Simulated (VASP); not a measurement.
# BAs (F-43m) in VASP: further runs, part 2 of 2

VASP 6.6.1. The steps go on from the part before.

### Step 3. Single point, PBEsol-based screened hybrid

This run uses another cell than the first one, of 13.08 Å³/atom, 1.021 times its volume.

Input file POSCAR:

```
BAs
1.0
    0.0000000000      2.3562190158      2.3562190158
    2.3562190158      0.0000000000      2.3562190158
    2.3562190158      2.3562190158      0.0000000000
As B
1 1
Direct
    0.7500000000      0.7500000000      0.7500000000
    0.0000000000      0.0000000000      0.0000000000
```

Input file INCAR.step1:

```
PREC = Accurate ; ENCUT = 520
EDIFF = 1E-5 ; ISMEAR = -1
SIGMA = 0.05 ; LREAL = False
LASPH = True ; NELM = 100
ALGO = Normal ; ISIF = 2
LWAVE = True ; GGA = PE
NBANDS = 11
```

Input file INCAR.step2:

```
PREC = Accurate ; ENCUT = 520
EDIFF = 1E-6 ; ISMEAR = -1
SIGMA = 0.05 ; LREAL = False
LASPH = True ; NELM = 100
ALGO = Normal ; ISIF = 2
LWAVE = False ; LCHARG = True
GGA = PS ; LHFCALC = True
AEXX = 0.25 ; HFSCREEN = 0.207
PRECFOCK = Normal ; LELF = True
LVHAR = True ; ISTART = 1
NBANDS = 11
```

Input file KPOINTS:

```
regular mesh
0
Gamma
  5 5 5
```

Potentials or basis: VASP PAW PBE potentials, release 64 (As, B).

Started as:

```
> cat potpaw_PBE.64/As/POTCAR potpaw_PBE.64/B/POTCAR > POTCAR
> cp INCAR.step1 INCAR
> mpirun -np 1 vasp_std > vasp.out
> cp INCAR.step2 INCAR
> mpirun -np 1 vasp_std > vasp.out
```

OUTCAR:

```text
PREC = Accurate
   ENCUT = 520
   EDIFF = 1E-6
   ISMEAR = -1
   LREAL = False
   LASPH = True
   NELM = 100
   ISIF = 2
   GGA = PS
   LHFCALC = True
   AEXX = 0.25
   HFSCREEN = 0.207
   PRECFOCK = Normal
   ISTART = 1

 ion  position               nearest neighbor table
   1  0.750  0.750  0.750-   2 2.04   2 2.04   2 2.04   2 2.04
   2  0.000  0.000  0.000-   1 2.04   1 2.04   1 2.04   1 2.04

  LATTYP: Found a face centered cubic cell.
 ALAT       =     4.7124380316

  Lattice vectors:

 A1 = (   0.0000000000,   2.3562190158,   2.3562190158)
 A2 = (   2.3562190158,   0.0000000000,   2.3562190158)
 A3 = (   2.3562190158,   2.3562190158,   0.0000000000)

Analysis of symmetry for initial positions (statically):
=====================================================================
 Subroutine PRICEL returns:
 Original cell was already a primitive cell.

 Routine SETGRP: Setting up the symmetry group for a
 face centered cubic supercell.

 Subroutine GETGRP returns: Found 24 space group operations
 (whereof 24 operations were pure point group operations)
 out of a pool of 48 trial point group operations.

The static configuration has the point symmetry T_d .

Analysis of symmetry for dynamics (positions and initial velocities):
=====================================================================
 Subroutine PRICEL returns:
 Original cell was already a primitive cell.

 Routine SETGRP: Setting up the symmetry group for a
 face centered cubic supercell.

 Subroutine GETGRP returns: Found 24 space group operations
 (whereof 24 operations were pure point group operations)
 out of a pool of 48 trial point group operations.

The dynamic configuration has the point symmetry T_d .

 Subroutine INISYM returns: Found 24 space group operations
 (whereof 24 operations are pure point group operations),
 and found     1 'primitive' translations

----------------------------------------------------------------------------------------

                                     Primitive cell

  volume of cell :      26.1624

  direct lattice vectors                    reciprocal lattice vectors
     0.000000000  2.356219016  2.356219016    -0.212204382  0.212204382  0.212204382
     2.356219016  0.000000000  2.356219016     0.212204382 -0.212204382  0.212204382
     2.356219016  2.356219016  0.000000000     0.212204382  0.212204382 -0.212204382

  length of vectors
     3.332196888  3.332196888  3.332196888     0.367548771  0.367548771  0.367548771

  position of ions in fractional coordinates (direct lattice)
     0.750000000  0.750000000  0.750000000
     0.000000000  0.000000000  0.000000000

  ion indices of the primitive-cell ions
   primitive index   ion index
                 1           1
                 2           2

----------------------------------------------------------------------------------------

 KPOINTS: regular mesh

Automatic generation of k-mesh.
 Grid dimensions read from file:
 generate k-points for:    5    5    5

 Generating k-lattice:
[... 30 lines left out ...]
   number of dos      NEDOS =    301   number of ions     NIONS =      2
   total plane-waves  NPLWV =  21952
   dimension x,y,z NGX =    28 NGY =   28 NGZ =   28
   dimension x,y,z NGXF=    56 NGYF=   56 NGZF=   56
   ions per type =               1   1
   NGX,Y,Z   is equivalent  to a cutoff of  13.97, 13.97, 13.97 a.u.
   NGXF,Y,Z  is equivalent  to a cutoff of  27.94, 27.94, 27.94 a.u.
 SYSTEM =  unknown system
   PREC   = accura    normal or accurate (medium, high low for compatibility)
   ISTART =      1    job   : 0-new  1-cont  2-samecut
   ICHARG =      0    charge: 1-file 2-atom 10-const
   ISPIN  =      1    spin polarized calculation?
   LNONCOLLINEAR =      F non collinear calculations
   LSORBIT =      F    spin-orbit coupling
   LASPH  =      T    aspherical Exc in radial PAW
   ENCUT  =  520.0 eV  38.22 Ry    6.18 a.u.   6.20  6.20  6.20*2*pi/ulx,y,z
   NELM   =    100;   NELMIN=  2; NELMDL=  0     # of ELM steps
   EDIFF  = 0.1E-05   stopping-criterion for ELM
   LREAL  =      F    real-space projection
   EDIFFG = 0.1E-04   stopping-criterion for IOM
   NSW    =      0    number of steps for IOM
   IBRION =     -1    ionic relax: 0-MD 1-quasi-New 2-CG
   NFREE  =      0    steps in history (QN), initial steepest desc. (CG)
   ISIF   =      2    stress and relaxation
   ISYM   =      3    0-nonsym 1-usesym 2-fastsym
   POTIM  = 0.5000    time-step for ionic-motion
   TEBEG  =    0.0;   TEEND  =   0.0 temperature during run
   PSTRESS=    0.0 pullay stress
   NELECT =       8.0000    total number of electrons
   NUPDOWN=      -1.0000    fix difference up-down
   EMIN   =  10.00;   EMAX   =-10.00  energy-range for DOS
   EFERMI =   0.00;   METHOD = LEGACY
   ISMEAR =    -1;   SIGMA  =   0.05  broadening in eV -4-tet -1-fermi 0-gaus
   EFERMI_NEDOS =   21; number of points for ismear=-14 and -15
   IALGO  =     38    algorithm
   IMIX   =      1    mixing-type and parameters
     AMIX     =   0.40;   BMIX     =  1.00
     AMIX_MAG =   1.60;   BMIX_MAG =  1.00
  volume/ion in A,a.u.               =      13.08        88.28
  Fermi-wavevector in a.u.,A,eV,Ry     =   1.102925  2.084225 16.550708  1.216443
  Thomas-Fermi vector in A             =   2.239375
   LORBIT       =      0    0 simple, 1 ext, 2 COOP (PROOUT), +10 PAW based schemes
   GGA     = PS    functional components
   LHFCALC =     T    Hartree Fock is set to
   PRECFOCK=normal    Normal, Fast or Accurate (Low or Medium for compatibility)
   ENCUT4O =  -1.0   cutoff for four orbital integrals eV
   NKREDX  =     1    reduce k-point grid by
   NKREDY  =     1    reduce k-point grid by
   NKREDZ  =     1    reduce k-point grid by
   AEXX    =    0.2500 exact exchange contribution
   HFSCREEN=    0.2070 screening length (either q_TF or 0.3 A-1)
   HFSCREENC=   0.2070 screening length for correlation (either q_TF or 0.3 A-1)
   ENCUTFOCK=  -1.0 apply spherical cutoff to Coloumb kernel
   IVDW    =     0    specifies the selected vdW correction
   LEPSILON=     F    determine dielectric tensor
   LRPA    =     F    only Hartree local field effects (RPA)
 non-spin polarized calculation
  energy-cutoff  :      520.00
  volume of cell :       26.16
 maximum number of plane-waves:       725
 NGX is ok and might be reduce to    28
  NGX = 20; NGY = 20; NGZ = 20

 number of electron       8.0000000 magnetization

 Free energy of the ion-electron system (eV)
  ---------------------------------------------------
  ext. energy  EPLUGINS =         0.00000000
  ---------------------------------------------------
  free energy    TOTEN  =       -13.73507473 eV

  energy without entropy =      -13.73507472  energy(sigma->0) =      -13.73507473

 E-fermi :   6.9698     XC(G=0):  -8.9723

 val. band max:        6.1119634166   @ k =   0.0000   0.0000   0.0000
 cond. band min:       7.8606811530   @ k =   0.4000   0.4000   0.0000
 fundamental gap:      1.7487177364
 Fermi energy:         6.9698429096

 k-point     1 :       0.0000    0.0000    0.0000
  band No.  band energies     occupation
      1     -11.2662      2.00000
      2       6.1120      2.00000
      3       6.1120      2.00000
      4       6.1120      2.00000
      5      10.2654      0.00000
      6      10.2654      0.00000
      7      10.2654      0.00000
      8      12.5529      0.00000
      9      16.8221      0.00000
     10      20.3553      0.00000
     11      20.3553      0.00000
[... 113 lines left out ...]
 k-point    10 :      -0.4000    0.4000    0.2000
  band No.  band energies     occupation
      1      -6.9298      2.00000
      2      -2.5103      2.00000
      3      -0.1243      2.00000
      4       1.3694      2.00000
      5      11.4525      0.00000
      6      12.4074      0.00000
      7      13.4757      0.00000
      8      17.4541      0.00000
      9      18.7523      0.00000
     10      21.9499      0.00000
     11      24.7416      0.00000

------------------------ aborting loop because EDIFF is reached ----------------------------------------

  FORCE on cell =-STRESS in cart. coord.  units (eV):
  Direction    XX          YY          ZZ          XY          YZ          ZX
  --------------------------------------------------------------------------------------
  -------------------------------------------------------------------------------------
  Total        0.6125003      0.6125003      0.6125003     -0.0000000      0.0000000      0.0000000
  in kB       37.5093813     37.5093813     37.5093813     -0.0000000      0.0000000      0.0000000
  external PRESSURE =      37.5093813 kB  Pullay stress =       0.0000000 kB

 VOLUME and BASIS-vectors are now :
 -----------------------------------------------------------------------------
  energy-cutoff  :      520.00
  volume of cell :       26.16
      direct lattice vectors                 reciprocal lattice vectors
     0.000000000  2.356219016  2.356219016    -0.212204382  0.212204382  0.212204382
     2.356219016  0.000000000  2.356219016     0.212204382 -0.212204382  0.212204382
     2.356219016  2.356219016  0.000000000     0.212204382  0.212204382 -0.212204382

 POSITION                                       TOTAL-FORCE (eV/Angst)
 -----------------------------------------------------------------------------------
      3.53433      3.53433      3.53433         0.000000      0.000000      0.000000
      0.00000      0.00000      0.00000        -0.000000     -0.000000     -0.000000
 -----------------------------------------------------------------------------------
    total drift:                                0.000000      0.000000      0.000000

  FREE ENERGIE OF THE ION-ELECTRON SYSTEM (eV)
  ---------------------------------------------------
  free  energy   TOTEN  =       -13.7350747277 eV

  energy  without entropy=      -13.7350747245  energy(sigma->0) =      -13.73507473
```

Wall time 2.4 min (1 thread of AMD EPYC 7R13 (Zen 3), shared host); peak memory 0.23 GiB.

What came out:

```yaml
Free_energy: -13.7351 eV
Pressure: 3.8 GPa
Band_gap_on_the_k_mesh: 1.75 eV, indirect (least direct gap 4.15 eV)
```

Caveat: the k points lie up to 0.46 Å⁻¹ apart; the PAW data sets were made with another functional, which shifts forces and pressure a little.
